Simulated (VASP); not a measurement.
# CsCl (Pm-3m) in VASP: notebook

Runs on CsCl. Level: PBE. Tasks: single point.

All numbers are computed with VASP 6.6.1; they aren't measurements. Logs are shortened: lines on timing, memory, paths and dates and some standing lists are left out, and cuts for length are marked.

### 1 The cell of the first run

Symmetry: Pm-3m, No. 221, cubic system. The conventional cell has a = 4.203 Å, b = 4.203 Å, c = 4.203 Å, α = 90.00°, β = 90.00°, γ = 90.00°. Cs (site symmetry m-3m) has 8 Cl at 3.64 Å and 6 Cs at 4.20 Å within 4.8 Å. Cl (site symmetry m-3m) has 8 Cs at 3.64 Å and 6 Cl at 4.20 Å within 4.8 Å.

### 2 Single point, PBE

Contents of INCAR:

```
  PREC = Accurate
  ENCUT = 500
  EDIFF = 1E-6
  ISMEAR = 0
  SIGMA = 0.02
  LREAL = False
  LASPH = True
  NELM = 120
  ALGO = Normal
  ISIF = 2
  LWAVE = False
  LCHARG = True
  GGA = PE
  LELF = True
  LVHAR = True
  NBANDS = 15
  GGA_COMPAT = False
```

Contents of KPOINTS:

```
Automatic mesh
0
Gamma
  6 6 6
```

Contents of POSCAR:

```
CsCl
1.0
    4.2029289581      0.0000000000      0.0000000000
    0.0000000000      4.2029289581      0.0000000000
    0.0000000000      0.0000000000      4.2029289581
Cs Cl
1 1
Direct
    0.0000000000      0.0000000000      0.0000000000
    0.5000000000      0.5000000000      0.5000000000
```

Potentials or basis: VASP PAW PBE potentials, release 64 (Cs_sv, Cl).

Launch:

```
> cat potpaw_PBE.64/Cs_sv/POTCAR potpaw_PBE.64/Cl/POTCAR > POTCAR
> mpirun -np 1 vasp_std > vasp.out
```

OUTCAR:

```text
PREC = Accurate
   ENCUT = 500
   EDIFF = 1E-6
   ISMEAR = 0
   LREAL = False
   LASPH = True
   NELM = 120
   ISIF = 2
   GGA = PE

 ion  position               nearest neighbor table
   1  0.000  0.000  0.000-
   2  0.500  0.500  0.500-

  LATTYP: Found a simple cubic cell.
 ALAT       =     4.2029289581

  Lattice vectors:

 A1 = (   4.2029289581,   0.0000000000,   0.0000000000)
 A2 = (   0.0000000000,   4.2029289581,   0.0000000000)
 A3 = (   0.0000000000,   0.0000000000,   4.2029289581)

Analysis of symmetry for initial positions (statically):
=====================================================================
 Subroutine PRICEL returns:
 Original cell was already a primitive cell.

 Routine SETGRP: Setting up the symmetry group for a
 simple cubic supercell.

 Subroutine GETGRP returns: Found 48 space group operations
 (whereof 48 operations were pure point group operations)
 out of a pool of 48 trial point group operations.

The static configuration has the point symmetry O_h .

Analysis of symmetry for dynamics (positions and initial velocities):
=====================================================================
 Subroutine PRICEL returns:
 Original cell was already a primitive cell.

 Routine SETGRP: Setting up the symmetry group for a
 simple cubic supercell.

 Subroutine GETGRP returns: Found 48 space group operations
 (whereof 48 operations were pure point group operations)
 out of a pool of 48 trial point group operations.

The dynamic configuration has the point symmetry O_h .

 Subroutine INISYM returns: Found 48 space group operations
 (whereof 48 operations are pure point group operations),
 and found     1 'primitive' translations

----------------------------------------------------------------------------------------

                                     Primitive cell

  volume of cell :      74.2431

  direct lattice vectors                    reciprocal lattice vectors
     4.202928958  0.000000000  0.000000000     0.237929313  0.000000000  0.000000000
     0.000000000  4.202928958  0.000000000     0.000000000  0.237929313  0.000000000
     0.000000000  0.000000000  4.202928958     0.000000000  0.000000000  0.237929313

  length of vectors
     4.202928958  4.202928958  4.202928958     0.237929313  0.237929313  0.237929313

  position of ions in fractional coordinates (direct lattice)
     0.000000000  0.000000000  0.000000000
     0.500000000  0.500000000  0.500000000

  ion indices of the primitive-cell ions
   primitive index   ion index
                 1           1
                 2           2

----------------------------------------------------------------------------------------

 KPOINTS: Automatic mesh

Automatic generation of k-mesh.
 Grid dimensions read from file:
 generate k-points for:    6    6    6

 Generating k-lattice:

  Cartesian coordinates                     Fractional coordinates (reciprocal lattice)
     0.039654886  0.000000000  0.000000000     0.166666667  0.000000000  0.000000000
     0.000000000  0.039654886  0.000000000     0.000000000  0.166666667  0.000000000
     0.000000000  0.000000000  0.039654886     0.000000000  0.000000000  0.166666667

  Length of vectors
     0.039654886  0.039654886  0.039654886

  Shift w.r.t. Gamma in fractional coordinates (k-lattice)
     0.000000000  0.000000000  0.000000000

 Subroutine IBZKPT returns following result:
 ===========================================

 Found     20 irreducible k-points:

 Following reciprocal coordinates:
            Coordinates               Weight
  0.000000  0.000000  0.000000      1.000000
  0.166667  0.000000  0.000000      6.000000
  0.333333  0.000000  0.000000      6.000000
  0.500000  0.000000  0.000000      3.000000
  0.166667  0.166667  0.000000     12.000000
  0.333333  0.166667  0.000000     24.000000
[... 12 lines left out ...]
  0.500000  0.500000  0.333333      6.000000
  0.500000  0.500000  0.500000      1.000000
   k-points           NKPTS =     20   k-points in BZ     NKDIM =     20   number of bands    NBANDS=     15
   number of dos      NEDOS =    301   number of ions     NIONS =      2
   total plane-waves  NPLWV =  32768
   dimension x,y,z NGX =    32 NGY =   32 NGZ =   32
   dimension x,y,z NGXF=    64 NGYF=   64 NGZF=   64
   ions per type =               1   1
   NGX,Y,Z   is equivalent  to a cutoff of  12.66, 12.66, 12.66 a.u.
   NGXF,Y,Z  is equivalent  to a cutoff of  25.32, 25.32, 25.32 a.u.
 SYSTEM =  unknown system
   PREC   = accura    normal or accurate (medium, high low for compatibility)
   ISTART =      0    job   : 0-new  1-cont  2-samecut
   ICHARG =      2    charge: 1-file 2-atom 10-const
   ISPIN  =      1    spin polarized calculation?
   LNONCOLLINEAR =      F non collinear calculations
   LSORBIT =      F    spin-orbit coupling
   LASPH  =      T    aspherical Exc in radial PAW
   ENCUT  =  500.0 eV  36.75 Ry    6.06 a.u.   7.66  7.66  7.66*2*pi/ulx,y,z
   NELM   =    120;   NELMIN=  2; NELMDL= -5     # of ELM steps
   EDIFF  = 0.1E-05   stopping-criterion for ELM
   LREAL  =      F    real-space projection
[... 7 lines left out ...]
   TEBEG  =    0.0;   TEEND  =   0.0 temperature during run
   PSTRESS=    0.0 pullay stress
   NELECT =      16.0000    total number of electrons
   NUPDOWN=      -1.0000    fix difference up-down
   EMIN   =  10.00;   EMAX   =-10.00  energy-range for DOS
   EFERMI =   0.00;   METHOD = LEGACY
   ISMEAR =     0;   SIGMA  =   0.02  broadening in eV -4-tet -1-fermi 0-gaus
   EFERMI_NEDOS =   21; number of points for ismear=-14 and -15
   IALGO  =     38    algorithm
   IMIX   =      4    mixing-type and parameters
     AMIX     =   0.40;   BMIX     =  1.00
     AMIX_MAG =   1.60;   BMIX_MAG =  1.00
  volume/ion in A,a.u.               =      37.12       250.51
  Fermi-wavevector in a.u.,A,eV,Ry     =   0.981513  1.854791 13.107417  0.963368
  Thomas-Fermi vector in A             =   2.112525
   LORBIT       =      0    0 simple, 1 ext, 2 COOP (PROOUT), +10 PAW based schemes
   GGA     = PE    functional components
   LHFCALC =     F    Hartree Fock is set to
   AEXX    =    0.0000 exact exchange contribution
   IVDW    =     0    specifies the selected vdW correction
   LEPSILON=     F    determine dielectric tensor
   LRPA    =     F    only Hartree local field effects (RPA)
 non-spin polarized calculation
 Gauss-broadening in eV      SIGMA  =   0.02
  energy-cutoff  :      500.00
  volume of cell :       74.24
 maximum number of plane-waves:      1924
 NGX is ok and might be reduce to    32

 number of electron      15.9999991 magnetization

 Free energy of the ion-electron system (eV)
  ---------------------------------------------------
  ext. energy  EPLUGINS =         0.00000000
  ---------------------------------------------------
  free energy    TOTEN  =        -6.54114867 eV

  energy without entropy =       -6.54114867  energy(sigma->0) =       -6.54114867

 E-fermi :  -0.5202     XC(G=0):  -7.9961

 val. band max:       -0.6056308233   @ k =   0.0000   0.0000   0.0000
 cond. band min:       4.4011477868   @ k =   0.0000   0.0000   0.0000
 fundamental gap:      5.0067786102
 Fermi energy:        -0.5202163817

 k-point     1 :       0.0000    0.0000    0.0000
  band No.  band energies     occupation
      1     -20.0725      2.00000
      2     -12.7089      2.00000
      3      -6.5967      2.00000
      4      -6.5967      2.00000
      5      -6.5967      2.00000
      6      -0.6056      2.00000
      7      -0.6056      2.00000
      8      -0.6056      2.00000
      9       4.4011      0.00000
     10       4.8313      0.00000
     11       4.8313      0.00000
     12       9.2099      0.00000
     13       9.2099      0.00000
     14       9.2099      0.00000
     15      12.3825      0.00000

 k-point     2 :       0.1667    0.0000    0.0000
  band No.  band energies     occupation
      1     -20.0567      2.00000
      2     -12.7145      2.00000
      3      -6.7276      2.00000
      4      -6.5690      2.00000
      5      -6.5690      2.00000
      6      -0.9179      2.00000
      7      -0.6509      2.00000
      8      -0.6509      2.00000
      9       4.9861      0.00000
     10       5.0047      0.00000
     11       5.4286      0.00000
     12       8.9983      0.00000
     13       8.9983      0.00000
     14       9.3529      0.00000
     15      11.0202      0.00000

 k-point     3 :       0.3333    0.0000    0.0000
  band No.  band energies     occupation
      1     -20.0246      2.00000
      2     -12.7278      2.00000
      3      -6.9652      2.00000
      4      -6.5122      2.00000
      5      -6.5122      2.00000
      6      -1.4356      2.00000
      7      -0.7450      2.00000
      8      -0.7450      2.00000
      9       5.4510      0.00000
     10       6.1062      0.00000
     11       6.9298      0.00000
     12       8.7281      0.00000
     13       8.7281      0.00000
     14       9.3969      0.00000
     15       9.7026      0.00000
[... 271 lines left out ...]
 k-point    19 :       0.5000    0.5000    0.3333
  band No.  band energies     occupation
      1     -19.9132      2.00000
      2     -12.5787      2.00000
      3      -7.1117      2.00000
      4      -7.1117      2.00000
      5      -6.9100      2.00000
      6      -1.4299      2.00000
      7      -1.4299      2.00000
      8      -1.3644      2.00000
      9       7.0317      0.00000
     10       7.4959      0.00000
     11       7.4959      0.00000
     12       7.8906      0.00000
     13       9.9440      0.00000
     14       9.9440      0.00000
     15      11.3617      0.00000

 k-point    20 :       0.5000    0.5000    0.5000
  band No.  band energies     occupation
      1     -19.8998      2.00000
      2     -12.5617      2.00000
      3      -7.0615      2.00000
      4      -7.0615      2.00000
      5      -7.0615      2.00000
      6      -1.5661      2.00000
      7      -1.5661      2.00000
      8      -1.5661      2.00000
      9       7.6396      0.00000
     10       7.6396      0.00000
     11       7.6396      0.00000
     12       9.5925      0.00000
     13       9.5925      0.00000
     14       9.5925      0.00000
     15      11.4136      0.00000

------------------------ aborting loop because EDIFF is reached ----------------------------------------

  FORCE on cell =-STRESS in cart. coord.  units (eV):
  Direction    XX          YY          ZZ          XY          YZ          ZX
  --------------------------------------------------------------------------------------
  -------------------------------------------------------------------------------------
  Total        0.0172677      0.0172677      0.0172677     -0.0000000     -0.0000000      0.0000000
  in kB        0.3726394      0.3726394      0.3726394     -0.0000000     -0.0000000      0.0000000
  external PRESSURE =       0.3726394 kB  Pullay stress =       0.0000000 kB

 VOLUME and BASIS-vectors are now :
 -----------------------------------------------------------------------------
  energy-cutoff  :      500.00
  volume of cell :       74.24
      direct lattice vectors                 reciprocal lattice vectors
     4.202928958  0.000000000  0.000000000     0.237929313  0.000000000  0.000000000
     0.000000000  4.202928958  0.000000000     0.000000000  0.237929313  0.000000000
     0.000000000  0.000000000  4.202928958     0.000000000  0.000000000  0.237929313

 POSITION                                       TOTAL-FORCE (eV/Angst)
 -----------------------------------------------------------------------------------
      0.00000      0.00000      0.00000         0.000000      0.000000      0.000000
      2.10146      2.10146      2.10146         0.000000      0.000000      0.000000
 -----------------------------------------------------------------------------------
    total drift:                                0.000000      0.000000     -0.000000

  FREE ENERGIE OF THE ION-ELECTRON SYSTEM (eV)
  ---------------------------------------------------
  free  energy   TOTEN  =        -6.5411486696 eV

  energy  without entropy=       -6.5411486696  energy(sigma->0) =       -6.54114867
```

Run time: 14 s. Hardware: 1 thread of Intel Xeon Platinum 8124M at 3.00GHz (Skylake/Cascade Lake), shared host; peak memory 0.18 GiB.

What came out:

- Free energy: -6.5411 eV
- Pressure: 0.0 GPa
- Band gap on the k mesh: 5.01 eV

Caveat: spin-orbit coupling is left out, which moves the levels of the heavy elements.

### 3 Single point, PBE

This run uses another cell than the first one: it holds 32 atoms, not 2.

Contents of INCAR:

```
SYSTEM = CsCl
PREC = Accurate
ENCUT = 500
EDIFF = 1E-6
ISMEAR = 0
SIGMA = 0.01
LREAL = Auto
LASPH = .True.
NELM = 120
ALGO = Normal
ISIF = 2
LWAVE = .False.
LCHARG = .False.
GGA = PE
NBANDS = 150
GGA_COMPAT = .False.
```

Contents of KPOINTS:

```
regular mesh
0
Gamma
  2 2 2
  0 0 0
```

Contents of POSCAR:

```
CsCl
1.0
    0.0000000000     -8.4058579163      8.4058579163
    8.4058579163     -8.4058579163      0.0000000000
    8.4058579163      0.0000000000      8.4058579163
Cs Cl
16 16
Direct
    0.2500000000      0.2500000000      0.2500000000
    0.7500000000      0.2500000000      0.2500000000
    0.2500000000      0.7500000000      0.2500000000
    0.5000000000      0.5000000000      0.5000000000
    0.7500000000      0.7500000000      0.2500000000
    0.0000000000      0.5000000000      0.5000000000
    0.2500000000      0.2500000000      0.7500000000
    0.7500000000      0.2500000000      0.7500000000
    0.5000000000      0.0000000000      0.5000000000
    0.0000000000      0.0000000000      0.5000000000
    0.2500000000      0.7500000000      0.7500000000
    0.5000000000      0.5000000000      0.0000000000
    0.7500000000      0.7500000000      0.7500000000
    0.0000000000      0.5000000000      0.0000000000
    0.5000000000      0.0000000000      0.0000000000
    0.0000000000      0.0000000000      0.0000000000
    0.3750000000      0.8750000000      0.3750000000
    0.8750000000      0.8750000000      0.3750000000
    0.3750000000      0.3750000000      0.3750000000
    0.6250000000      0.1250000000      0.6250000000
    0.8750000000      0.3750000000      0.3750000000
    0.1250000000      0.1250000000      0.6250000000
    0.3750000000      0.8750000000      0.8750000000
    0.8750000000      0.8750000000      0.8750000000
    0.6250000000      0.6250000000      0.6250000000
    0.1250000000      0.6250000000      0.6250000000
    0.3750000000      0.3750000000      0.8750000000
    0.6250000000      0.1250000000      0.1250000000
    0.8750000000      0.3750000000      0.8750000000
    0.1250000000      0.1250000000      0.1250000000
    0.6250000000      0.6250000000      0.1250000000
    0.1250000000      0.6250000000      0.1250000000
```

Potentials or basis: VASP PAW PBE potentials, release 64 (Cs_sv, Cl).

Launch:

```
> cat potpaw_PBE.64/Cs_sv/POTCAR potpaw_PBE.64/Cl/POTCAR > POTCAR
> mpirun -np 1 vasp_std > vasp.out
```

It took 19 min on 1 thread of Intel Xeon Platinum 8124M at 3.00GHz (Skylake/Cascade Lake), shared host; peak memory 1.4 GiB.

It converged, with:

| Quantity | Value |
| --- | --- |
| Free energy | -104.6638 eV |
| Pressure | 0.0 GPa |
| Band gap on the k mesh | 5.01 eV |

Levels at points of the mesh, in eV from the valence-band top:
```tsv
k point	band 124	band 125	band 126	band 127	band 128	band 129	band 130	band 131	band 132	band 133
(0.00, 0.00, 0.00)	-0.03	-0.03	0.00	0.00	0.00	5.01	5.44	5.44	5.89	5.89
(0.50, 0.00, 0.00)	-0.13	-0.11	-0.11	-0.11	-0.11	5.90	5.90	6.07	6.07	6.07
(0.50, 0.50, 0.00)	-0.10	-0.09	-0.09	-0.09	-0.09	5.81	5.81	6.15	6.15	6.18
```

Caveat: spin-orbit coupling is left out, which moves the levels of the heavy elements.
